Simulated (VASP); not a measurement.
# BaP4 (Pm-3m) in VASP: further runs, part 3 of 3

VASP 6.6.1.

## (4) Single point, PBE

This run uses another cell than the first one, of 51.38 Å³/atom, 2.397 times its volume.

Contents of INCAR:

```
SYSTEM = BaP4
PREC = Accurate
ENCUT = 520
EDIFF = 1E-6
ISMEAR = 0
SIGMA = 0.1
LREAL = .False.
LASPH = .True.
NELM = 100
ALGO = Normal
ISIF = 2
LWAVE = .False.
LCHARG = .True.
GGA = PE
LELF = .True.
LVHAR = .True.
NBANDS = 23
```

Contents of KPOINTS:

```
Automatic mesh
0
Gamma
  4 4 4
  0 0 0
```

Contents of POSCAR:

```
BaP4
1.0
    6.3570548100      0.0000000000      0.0000000000
    0.0000000000      6.3570548100      0.0000000000
    0.0000000000      0.0000000000      6.3570548100
Ba P
1 4
Direct
    0.0000000000      0.0000000000      0.0000000000
    0.0000000000      0.5000000000      0.5000000000
    0.5000000000      0.0000000000      0.5000000000
    0.5000000000      0.5000000000      0.0000000000
    0.5000000000      0.5000000000      0.5000000000
```

Potentials or basis: VASP PAW PBE potentials, release 64 (Ba_sv, P).

Run with:

```console
$ cat potpaw_PBE.64/Ba_sv/POTCAR potpaw_PBE.64/P/POTCAR > POTCAR
$ mpirun -np 1 vasp_std > vasp.out
```

OUTCAR:

```text
SYSTEM = BaP4
   PREC = Accurate
   ENCUT = 520
   EDIFF = 1E-6
   ISMEAR = 0
   LREAL = .False.
   LASPH = .True.
   NELM = 100
   ISIF = 2
   GGA = PE

 ion  position               nearest neighbor table
   1  0.000  0.000  0.000-
   2  0.000  0.500  0.500-
   3  0.500  0.000  0.500-
   4  0.500  0.500  0.000-
   5  0.500  0.500  0.500-

  LATTYP: Found a simple cubic cell.
 ALAT       =     6.3570548100

  Lattice vectors:

 A1 = (   6.3570548100,   0.0000000000,   0.0000000000)
 A2 = (   0.0000000000,   6.3570548100,   0.0000000000)
 A3 = (   0.0000000000,   0.0000000000,   6.3570548100)

Analysis of symmetry for initial positions (statically):
=====================================================================
 Subroutine PRICEL returns:
 Original cell was already a primitive cell.

 Routine SETGRP: Setting up the symmetry group for a
 simple cubic supercell.

 Subroutine GETGRP returns: Found 48 space group operations
 (whereof 48 operations were pure point group operations)
 out of a pool of 48 trial point group operations.

The static configuration has the point symmetry O_h .

Analysis of symmetry for dynamics (positions and initial velocities):
=====================================================================
 Subroutine PRICEL returns:
 Original cell was already a primitive cell.

 Routine SETGRP: Setting up the symmetry group for a
 simple cubic supercell.

 Subroutine GETGRP returns: Found 48 space group operations
 (whereof 48 operations were pure point group operations)
 out of a pool of 48 trial point group operations.

The dynamic configuration has the point symmetry O_h .

 Subroutine INISYM returns: Found 48 space group operations
 (whereof 48 operations are pure point group operations),
 and found     1 'primitive' translations

----------------------------------------------------------------------------------------

                                     Primitive cell

  volume of cell :     256.9022

  direct lattice vectors                    reciprocal lattice vectors
     6.357054810  0.000000000  0.000000000     0.157305549  0.000000000  0.000000000
     0.000000000  6.357054810  0.000000000     0.000000000  0.157305549  0.000000000
     0.000000000  0.000000000  6.357054810     0.000000000  0.000000000  0.157305549

  length of vectors
     6.357054810  6.357054810  6.357054810     0.157305549  0.157305549  0.157305549

  position of ions in fractional coordinates (direct lattice)
     0.000000000  0.000000000  0.000000000
     0.000000000  0.500000000  0.500000000
     0.500000000  0.000000000  0.500000000
     0.500000000  0.500000000  0.000000000
     0.500000000  0.500000000  0.500000000

  ion indices of the primitive-cell ions
   primitive index   ion index
                 1           1
                 2           2
                 3           3
                 4           4
                 5           5

----------------------------------------------------------------------------------------

 KPOINTS: Automatic mesh

Automatic generation of k-mesh.
 Grid dimensions read from file:
 generate k-points for:    4    4    4

 Generating k-lattice:

  Cartesian coordinates                     Fractional coordinates (reciprocal lattice)
     0.039326387  0.000000000  0.000000000     0.250000000  0.000000000  0.000000000
     0.000000000  0.039326387  0.000000000     0.000000000  0.250000000  0.000000000
     0.000000000  0.000000000  0.039326387     0.000000000  0.000000000  0.250000000

  Length of vectors
     0.039326387  0.039326387  0.039326387

  Shift w.r.t. Gamma in fractional coordinates (k-lattice)
     0.000000000  0.000000000  0.000000000

 Subroutine IBZKPT returns following result:
 ===========================================

 Found     10 irreducible k-points:

 Following reciprocal coordinates:
            Coordinates               Weight
  0.000000  0.000000  0.000000      1.000000
  0.250000  0.000000  0.000000      6.000000
  0.500000  0.000000  0.000000      3.000000
  0.250000  0.250000  0.000000     12.000000
  0.500000  0.250000  0.000000     12.000000
  0.500000  0.500000  0.000000      3.000000
  0.250000  0.250000  0.250000      8.000000
  0.500000  0.250000  0.250000     12.000000
  0.500000  0.500000  0.250000      6.000000
  0.500000  0.500000  0.500000      1.000000
   k-points           NKPTS =     10   k-points in BZ     NKDIM =     10   number of bands    NBANDS=     23
   number of dos      NEDOS =    301   number of ions     NIONS =      5
   total plane-waves  NPLWV = 110592
   dimension x,y,z NGX =    48 NGY =   48 NGZ =   48
   dimension x,y,z NGXF=    96 NGYF=   96 NGZF=   96
   ions per type =               1   4
   NGX,Y,Z   is equivalent  to a cutoff of  12.55, 12.55, 12.55 a.u.
   NGXF,Y,Z  is equivalent  to a cutoff of  25.11, 25.11, 25.11 a.u.
 SYSTEM =  BaP4
   PREC   = accura    normal or accurate (medium, high low for compatibility)
   ISTART =      0    job   : 0-new  1-cont  2-samecut
   ICHARG =      2    charge: 1-file 2-atom 10-const
   ISPIN  =      1    spin polarized calculation?
   LNONCOLLINEAR =      F non collinear calculations
   LSORBIT =      F    spin-orbit coupling
   LASPH  =      T    aspherical Exc in radial PAW
   ENCUT  =  520.0 eV  38.22 Ry    6.18 a.u.  11.82 11.82 11.82*2*pi/ulx,y,z
   NELM   =    100;   NELMIN=  2; NELMDL= -5     # of ELM steps
   EDIFF  = 0.1E-05   stopping-criterion for ELM
   LREAL  =      F    real-space projection
   EDIFFG = 0.1E-04   stopping-criterion for IOM
   NSW    =      0    number of steps for IOM
   IBRION =     -1    ionic relax: 0-MD 1-quasi-New 2-CG
   NFREE  =      0    steps in history (QN), initial steepest desc. (CG)
   ISIF   =      2    stress and relaxation
   ISYM   =      2    0-nonsym 1-usesym 2-fastsym
   POTIM  = 0.5000    time-step for ionic-motion
   TEBEG  =    0.0;   TEEND  =   0.0 temperature during run
   PSTRESS=    0.0 pullay stress
   NELECT =      30.0000    total number of electrons
   NUPDOWN=      -1.0000    fix difference up-down
   EMIN   =  10.00;   EMAX   =-10.00  energy-range for DOS
   EFERMI =   0.00;   METHOD = LEGACY
   ISMEAR =     0;   SIGMA  =   0.10  broadening in eV -4-tet -1-fermi 0-gaus
   EFERMI_NEDOS =   21; number of points for ismear=-14 and -15
   IALGO  =     38    algorithm
   IMIX   =      4    mixing-type and parameters
     AMIX     =   0.40;   BMIX     =  1.00
     AMIX_MAG =   1.60;   BMIX_MAG =  1.00
  volume/ion in A,a.u.               =      51.38       346.73
  Fermi-wavevector in a.u.,A,eV,Ry     =   0.800189  1.512138  8.711846  0.640303
  Thomas-Fermi vector in A             =   1.907437
   LORBIT       =      0    0 simple, 1 ext, 2 COOP (PROOUT), +10 PAW based schemes
   GGA     = PE    functional components
   LHFCALC =     F    Hartree Fock is set to
   AEXX    =    0.0000 exact exchange contribution
   IVDW    =     0    specifies the selected vdW correction
   LEPSILON=     F    determine dielectric tensor
   LRPA    =     F    only Hartree local field effects (RPA)
 non-spin polarized calculation
 Gauss-broadening in eV      SIGMA  =   0.10
  energy-cutoff  :      520.00
  volume of cell :      256.90
 maximum number of plane-waves:      6968
 NGX is ok and might be reduce to    48
   NGX = 23   NGY = 23   NGZ = 23

 number of electron      29.9999996 magnetization

 Free energy of the ion-electron system (eV)
  ---------------------------------------------------
  ext. energy  EPLUGINS =         0.00000000
  ---------------------------------------------------
  free energy    TOTEN  =       -14.95150752 eV

  energy without entropy =      -14.89107890  energy(sigma->0) =      -14.92129321

 E-fermi :  -0.2269     XC(G=0):  -6.6806

 val. band max:       -0.2726921958   @ k =   0.2500   0.0000   0.0000
 cond. band min:      -0.2260076167   @ k =   0.0000   0.0000   0.0000
 fundamental gap:      0.0466845791
 Fermi energy:        -0.2269466451

 k-point     1 :       0.0000    0.0000    0.0000
  band No.  band energies     occupation
      1     -29.7805      2.00000
      2     -14.7990      2.00000
      3     -14.7990      2.00000
      4     -14.7990      2.00000
      5     -10.0001      2.00000
      6      -8.5771      2.00000
[... 249 lines left out ...]
     22       2.3526      0.00000
     23       2.3526      0.00000

------------------------ aborting loop because EDIFF is reached ----------------------------------------

  FORCE on cell =-STRESS in cart. coord.  units (eV):
  Direction    XX          YY          ZZ          XY          YZ          ZX
  --------------------------------------------------------------------------------------
  -------------------------------------------------------------------------------------
  Total      -12.9543769    -12.9543769    -12.9543769     -0.0000000      0.0000000     -0.0000000
  in kB      -80.7903042    -80.7903042    -80.7903042     -0.0000000      0.0000000     -0.0000000
  external PRESSURE =     -80.7903042 kB  Pullay stress =       0.0000000 kB

 VOLUME and BASIS-vectors are now :
 -----------------------------------------------------------------------------
  energy-cutoff  :      520.00
  volume of cell :      256.90
      direct lattice vectors                 reciprocal lattice vectors
     6.357054810  0.000000000  0.000000000     0.157305549  0.000000000  0.000000000
     0.000000000  6.357054810  0.000000000     0.000000000  0.157305549  0.000000000
     0.000000000  0.000000000  6.357054810     0.000000000  0.000000000  0.157305549

 POSITION                                       TOTAL-FORCE (eV/Angst)
 -----------------------------------------------------------------------------------
      0.00000      0.00000      0.00000         0.000000      0.000000      0.000000
      0.00000      3.17853      3.17853         0.000000      0.000000      0.000000
      3.17853      0.00000      3.17853         0.000000      0.000000      0.000000
      3.17853      3.17853      0.00000         0.000000      0.000000      0.000000
      3.17853      3.17853      3.17853         0.000000      0.000000      0.000000
 -----------------------------------------------------------------------------------
    total drift:                               -0.000000     -0.000000     -0.000000

  FREE ENERGIE OF THE ION-ELECTRON SYSTEM (eV)
  ---------------------------------------------------
  free  energy   TOTEN  =       -14.9515075245 eV

  energy  without entropy=      -14.8910789048  energy(sigma->0) =      -14.92129321
```

It took 39 s on 1 thread of AMD EPYC 9R14 (Zen 4), shared host; peak memory 0.3 GiB.

Results:

```yaml
Free_energy: -14.9515 eV
Pressure: -8.1 GPa
Band_gap_on_the_k_mesh: zero (band 15 reaches -0.08 eV, above the bottom of band 16 at -0.33 eV)
```

Caveat: spin-orbit coupling is left out, which moves the levels of the heavy elements.

## (5) Summary

| task | cell | k mesh | cutoff (eV) | gap on the mesh (eV) | pressure (GPa) |
| --- | --- | --- | --- | --- | --- |
| single point | a = 4.750 Å, 5 atoms | 8 × 8 × 8 | 520 | none | 0.4 |
| relaxation of cell and atoms | relaxed from a = 4.752 Å, 5 atoms | 8 × 8 × 8 | 600 | none | -0.1 |
| single point | a = 6.357 Å, 5 atoms | 4 × 4 × 4 | 520 | none | -8.1 |

Alike in all rows: level PBE; potentials or basis VASP PAW PBE potentials, release 64 (Ba_sv, P); no spin polarisation; smearing gaussian 0.1 eV.

Caveats: spin-orbit coupling is left out, which moves the levels of the heavy elements.

Absolute energies hang on the potentials; compare differences alone.
